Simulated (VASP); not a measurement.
Input of a VASP 6.6.1 run:

The input INCAR:

```
SYSTEM = TiTe2
PREC = Accurate
ENCUT = 520
EDIFF = 1E-8
ISMEAR = -1
SIGMA = 0.03
LREAL = .FALSE.
LASPH = .TRUE.
NELM = 60
ALGO = Normal
ISIF = 2
LWAVE = .FALSE.
LCHARG = .FALSE.
GGA = PS
LEFG = .TRUE.
NBANDS = 19
```

The input KPOINTS:

```
regular mesh
0
G
  13 13 7
  0 0 0
```

The input POSCAR:

```
TiTe2
1.0
    3.7643686832      0.0000000000      0.0000000000
   -1.8821843416      3.2600389089      0.0000000000
    0.0000000000      0.0000000000      6.4762673962
Ti Te
1 2
Direct
    0.0000000000      0.0000000000      0.0000000000
    0.6666666667      0.3333333333      0.2628000000
    0.3333333333      0.6666666667      0.7372000000
```

Potentials or basis: VASP PAW PBE potentials, release 64 (Ti_sv, Te).

Launch:

```console
$ cat potpaw_PBE.64/Ti_sv/POTCAR potpaw_PBE.64/Te/POTCAR > POTCAR
$ mpirun -np 1 vasp_std > vasp.out
```

(1) Predict the band gap on the k mesh.

(2) Estimate the largest force.

Results:

(1) zero (band 12 reaches 7.19 eV, above the bottom of band 13 at 6.51 eV).

(2) 0.005 eV/Å.

Caveat: without QUAD_EFG the Cq values of the log hold for a quadrupole moment of 1 mb, not for the nuclei; the PAW data sets were made with another functional, which shifts forces and pressure a little; spin-orbit coupling is left out, which moves the levels of the heavy elements.
